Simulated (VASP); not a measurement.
# IrF (P4/mmm) in VASP: single point with PBE

Aim: the single point of IrF with PBE.

Program: VASP 6.6.1. These are calculated values, not measurements. Logs are shortened: lines on timing, memory, paths and dates and some standing lists are left out, and cuts for length are marked.

## 1. The cell of the first run

The structure is tetragonal, space group P4/mmm (No. 123). Conventional cell: a = 2.548 Å, b = 2.548 Å, c = 3.989 Å, α = 90.00°, β = 90.00°, γ = 90.00°. Ir (site symmetry 4/mmm) has 4 Ir at 2.55 Å and 8 F at 2.69 Å within 3.4 Å. F (site symmetry 4/mmm) has 4 F at 2.55 Å and 8 Ir at 2.69 Å within 3.4 Å.

The cell was generated, and may not be a known phase.

## 2. Single point, PBE, collinear spin

Input file INCAR:

```
SYSTEM = IrF
ALGO = Normal ; EDIFF = 1E-6
ENCUT = 700 ; GGA = PE
GGA_COMPAT = .False. ; ISIF = 2
ISMEAR = 0 ; ISPIN = 2
LASPH = .True. ; LCHARG = .False.
LMAXMIX = 4 ; LORBIT = 11
LREAL = .False. ; LWAVE = .False.
MAGMOM = 1 0 ; NBANDS = 23
NELM = 200 ; PREC = Accurate
SIGMA = 0.1
```

Input file KPOINTS:

```
k-points
0
Gamma
  6 6 6
  0 0 0
```

Input file POSCAR:

```
IrF
1.0
    2.5476606597      0.0000000000      0.0000000000
    0.0000000000      2.5476606597      0.0000000000
    0.0000000000      0.0000000000      3.9894051561
Ir F
1 1
Direct
    0.5000000000      0.5000000000      0.5000000000
    0.0000000000      0.0000000000      0.0000000000
```

Potentials or basis: VASP PAW PBE potentials, release 64 (Ir_sv_GW, F).

Command:

```sh
$ cat potpaw_PBE.64/Ir_sv_GW/POTCAR potpaw_PBE.64/F/POTCAR > POTCAR
$ mpirun -np 1 vasp_std > vasp.out
```

OUTCAR:

```text
SYSTEM = IrF
   EDIFF = 1E-6
   ENCUT = 700
   GGA = PE
   ISIF = 2
   ISMEAR = 0
   ISPIN = 2
   LASPH = .True.
   LORBIT = 11
   LREAL = .False.
   NELM = 200
   PREC = Accurate

 ion  position               nearest neighbor table
   1  0.500  0.500  0.500-
   2  0.000  0.000  0.000-

  LATTYP: Found a simple tetragonal cell.
 ALAT       =     2.5476606597
 C/A-ratio  =     1.5659091571

  Lattice vectors:

 A1 = (   2.5476606597,   0.0000000000,   0.0000000000)
 A2 = (   0.0000000000,   2.5476606597,   0.0000000000)
 A3 = (   0.0000000000,   0.0000000000,   3.9894051561)

Analysis of symmetry for initial positions (statically):
=====================================================================
 Subroutine PRICEL returns:
 Original cell was already a primitive cell.

 Routine SETGRP: Setting up the symmetry group for a
 simple tetragonal supercell.

 Subroutine GETGRP returns: Found 16 space group operations
 (whereof 16 operations were pure point group operations)
 out of a pool of 16 trial point group operations.

The static configuration has the point symmetry D_4h.

Analysis of symmetry for dynamics (positions and initial velocities):
=====================================================================
 Subroutine PRICEL returns:
 Original cell was already a primitive cell.

 Routine SETGRP: Setting up the symmetry group for a
 simple tetragonal supercell.

 Subroutine GETGRP returns: Found 16 space group operations
 (whereof 16 operations were pure point group operations)
 out of a pool of 16 trial point group operations.

The dynamic configuration has the point symmetry D_4h.

Analysis of structural, dynamic, and magnetic symmetry:
=====================================================================
 Subroutine PRICEL returns:
 Original cell was already a primitive cell.

 Routine SETGRP: Setting up the symmetry group for a
 simple tetragonal supercell.

 Subroutine GETGRP returns: Found 16 space group operations
 (whereof 16 operations were pure point group operations)
 out of a pool of 16 trial point group operations.

The overall configuration has the point symmetry D_4h.

 Subroutine INISYM returns: Found 16 space group operations
 (whereof 16 operations are pure point group operations),
 and found     1 'primitive' translations

[... 116 lines left out ...]
  Fermi-wavevector in a.u.,A,eV,Ry     =   1.596179  3.016340 34.664733  2.547786
  Thomas-Fermi vector in A             =   2.693982
   LORBIT       =     11    0 simple, 1 ext, 2 COOP (PROOUT), +10 PAW based schemes
   GGA     = PE    functional components
   LHFCALC =     F    Hartree Fock is set to
   AEXX    =    0.0000 exact exchange contribution
   IVDW    =     0    specifies the selected vdW correction
   LEPSILON=     F    determine dielectric tensor
   LRPA    =     F    only Hartree local field effects (RPA)
 spin polarized calculation
 Gauss-broadening in eV      SIGMA  =   0.10
  energy-cutoff  :      700.00
  volume of cell :       25.89
 maximum number of plane-waves:      1113
 NGX is ok and might be reduce to    24
   NGX = 11   NGY = 11   NGZ = 17

 number of electron      23.9999998 magnetization       0.3795418

 Free energy of the ion-electron system (eV)
  ---------------------------------------------------
  ext. energy  EPLUGINS =         0.00000000
  ---------------------------------------------------
  free energy    TOTEN  =       -10.04866533 eV

  energy without entropy =      -10.03746908  energy(sigma->0) =      -10.04306721

 E-fermi :   6.2682     XC(G=0): -12.4045

 val. band max:        6.2595779029   @ k =   0.1667   0.1667   0.5000
 cond. band min:       6.2802686656   @ k =   0.5000   0.0000   0.3333
 fundamental gap:      0.0206907627
 Fermi energy:         6.2681956431

 spin component 1

 k-point     1 :       0.0000    0.0000    0.0000
  band No.  band energies     occupation
      1     -85.8243      1.00000
      2     -42.5731      1.00000
      3     -42.3245      1.00000
      4     -42.3245      1.00000
      5     -16.5336      1.00000
      6      -0.4312      1.00000
[... 613 lines left out ...]
     22      31.7774      0.00000
     23      33.6806      0.00000

 [... further k-points ...]

 spin component 2

 k-point     1 :       0.0000    0.0000    0.0000
  band No.  band energies     occupation
      1     -85.6495      1.00000
      2     -42.3305      1.00000
      3     -42.1166      1.00000
      4     -42.1166      1.00000
      5     -16.4795      1.00000
      6      -0.3316      1.00000
[... 613 lines left out ...]
     22      31.8884      0.00000
     23      33.7548      0.00000

 [... further k-points ...]

------------------------ aborting loop because EDIFF is reached ----------------------------------------

  FORCE on cell =-STRESS in cart. coord.  units (eV):
  Direction    XX          YY          ZZ          XY          YZ          ZX
  --------------------------------------------------------------------------------------
  -------------------------------------------------------------------------------------
  Total       -0.0708549     -0.0708549     -0.0743365      0.0000000      0.0000000     -0.0000000
  in kB       -4.3841849     -4.3841849     -4.5996116      0.0000000      0.0000000     -0.0000000
  external PRESSURE =      -4.4559938 kB  Pullay stress =       0.0000000 kB

 VOLUME and BASIS-vectors are now :
 -----------------------------------------------------------------------------
  energy-cutoff  :      700.00
  volume of cell :       25.89
      direct lattice vectors                 reciprocal lattice vectors
     2.547660660  0.000000000  0.000000000     0.392516953  0.000000000  0.000000000
     0.000000000  2.547660660  0.000000000     0.000000000  0.392516953  0.000000000
     0.000000000  0.000000000  3.989405156     0.000000000  0.000000000  0.250663936

 POSITION                                       TOTAL-FORCE (eV/Angst)
 -----------------------------------------------------------------------------------
      1.27383      1.27383      1.99470         0.000000      0.000000      0.000000
      0.00000      0.00000      0.00000         0.000000      0.000000      0.000000
 -----------------------------------------------------------------------------------
    total drift:                                0.000000      0.000000     -0.000000

  FREE ENERGIE OF THE ION-ELECTRON SYSTEM (eV)
  ---------------------------------------------------
  free  energy   TOTEN  =       -10.0486653320 eV

  energy  without entropy=      -10.0374690818  energy(sigma->0) =      -10.04306721

 total charge

# of ion       s       p       d       f       tot
--------------------------------------------------
    1        3.462   6.040   6.373   0.018  15.892
    2        1.759   4.217   0.000   0.000   5.976
--------------------------------------------------
tot          5.221  10.257   6.373   0.018  21.868

 magnetization (x)

# of ion       s       p       d       f       tot
--------------------------------------------------
    1        0.005   0.003   0.323   0.001   0.332
    2       -0.000   0.030   0.000   0.000   0.030
--------------------------------------------------
tot          0.005   0.033   0.323   0.001   0.362
```

OSZICAR:

```text
N       E                     dE             d eps       ncg     rms          rms(c)
DAV:   1     0.230284029062E+03    0.23028E+03   -0.18164E+04  3688   0.133E+03
DAV:   2    -0.638196848959E+01   -0.23667E+03   -0.23084E+03  4543   0.398E+02
DAV:   3    -0.132140333612E+02   -0.68321E+01   -0.67916E+01  4373   0.603E+01
DAV:   4    -0.132379532483E+02   -0.23920E-01   -0.23919E-01  3988   0.401E+00
DAV:   5    -0.132380320314E+02   -0.78783E-04   -0.78783E-04  4389   0.211E-01    0.715E+01
DAV:   6    -0.106844968120E+02    0.25535E+01   -0.17442E+01  3939   0.247E+01    0.279E+01
DAV:   7    -0.108466724048E+02   -0.16218E+00   -0.17668E+01  3869   0.206E+01    0.190E+01
DAV:   8    -0.100532722809E+02    0.79340E+00   -0.16563E+00  3863   0.837E+00    0.361E+00
DAV:   9    -0.100523944812E+02    0.87780E-03   -0.15875E-01  4163   0.265E+00    0.160E+00
DAV:  10    -0.100495984887E+02    0.27960E-02   -0.58390E-03  3967   0.594E-01    0.580E-01
DAV:  11    -0.100486004538E+02    0.99803E-03   -0.40377E-03  3974   0.456E-01    0.244E-01
DAV:  12    -0.100487297665E+02   -0.12931E-03   -0.57811E-04  4289   0.163E-01    0.147E-01
DAV:  13    -0.100486766096E+02    0.53157E-04   -0.75212E-05  4031   0.615E-02    0.679E-02
DAV:  14    -0.100486645716E+02    0.12038E-04   -0.72838E-05  4095   0.583E-02    0.193E-02
DAV:  15    -0.100486653320E+02   -0.76050E-06   -0.33122E-06  3921   0.135E-02
   1 F= -.10048665E+02 E0= -.10043067E+02  d E =-.111963E-01  mag=     0.3799
```

stdout:

```text
POSCAR found type information on POSCAR IrF
 POSCAR found :  2 types and       2 ions
 scaLAPACK will be used
 LDA part: xc-table for (Slater+PW92), standard interpolation
 POSCAR, INCAR and KPOINTS ok, starting setup
 FFT: planning ... GRIDC
 FFT: planning ... GRID_SOFT
 FFT: planning ... GRID
 WAVECAR not read
 entering main loop
```

Run time: 24 s. Hardware: 1 thread of Intel Xeon 6975P-C (Granite Rapids), shared host; peak memory 0.21 GiB.

What came out:

* Free energy: -10.0487 eV
* Pressure: -0.4 GPa
* Net moment: 0.38 μB per cell
* Site moments: Ir +0.33; F +0.03 μB
* Valence electrons inside the program's atomic spheres: Ir 15.89; F 5.98

Caveat: the k points lie up to 0.41 Å⁻¹ apart; a moment this small can come from the mesh or the smearing; spin-orbit coupling is left out, which moves the levels of the heavy elements.
